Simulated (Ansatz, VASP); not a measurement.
Two plane-wave programs on Hf

POSCAR

```
Hf
1.0
   -1.8501250000      1.8501250000      1.8952500000
    1.8501250000     -1.8501250000      1.8952500000
    1.8501250000      1.8501250000     -1.8952500000
Hf
1
Direct
    0.0000000000      0.0000000000      0.0000000000
```

INCAR.step1

```
PREC = Accurate
ENCUT = 520
ISMEAR = 0
SIGMA = 0.15
LREAL = F
LASPH = T
NELM = 60
NBANDS = 11
GGA = PE
ALGO = Normal
EDIFF = 1E-4
LWAVE = T
LCHARG = F
```

File INCAR.step2:

```
PREC = Accurate
ENCUT = 520
EDIFF = 1E-6
ISMEAR = 0
SIGMA = 0.15
LREAL = F
LASPH = T
NELM = 60
ALGO = Normal
ISIF = 2
LWAVE = F
LCHARG = F
METAGGA = R2SCAN
LMIXTAU = T
NBANDS = 11
ISTART = 1
```

The input KPOINTS:

```
Automatic mesh
0
Gamma
  18 18 18
```

Input for Ansatz:

```yaml
crystal:
  lattice:
    - [-1.850125, 1.850125, 1.89525]
    - [1.850125, -1.850125, 1.89525]
    - [1.850125, 1.850125, -1.89525]
  atoms:
    - { symbol: Hf, position: [0.0, 0.0, 0.0] }
basis:
  ecutwfc: 500
kpoints:
  mp_grid: { grid: [18, 18, 18] }
hamiltonian:
  xc: r2scan
scf:
  occupations: { method: gaussian, width: 0.15 }
output:
  forces: true
  stress: true
  eigenvalues: true
```

Change from the starting cell: strain +0.025 along x and y, +0.050 along z, atoms carried along.

Alike in both runs: task single point; functional r2SCAN; k mesh 18 × 18 × 18; occupations gaussian, width 0.15 eV; no spin polarisation.

```csv
,VASP,Ansatz
version,VASP 6.6.1,Ansatz 0.2.0
potentials or method,"VASP PAW PBE potentials, release 64 (Hf_pv), cutoff 520 eV","scalar-relativistic, plane waves, PAW"
valence electrons in the cell,10,26
```

Ansatz gave:

```
gap on the k mesh at the Fermi level (eV)                     : none
pressure (GPa)                                                : -12.3
traceless stress, the component that is largest in VASP (GPa) : 1.11
```

What did VASP give for the same quantities?

gap on the k mesh at the Fermi level (eV): none; pressure (GPa): -12.8; traceless stress, the component that is largest in VASP (GPa): 1.14.

VASP's potentials were made for PBE, not for r2SCAN. A gap of «none» marks a metal or a gap that the smearing closes. The functional is the same, so the differences come from potentials, cutoffs and numerics. VASP's potentials hold 10 valence electrons a cell and Ansatz's 26, so a difference there can come from the potentials and not from the codes.

Spin-orbit coupling is off throughout.
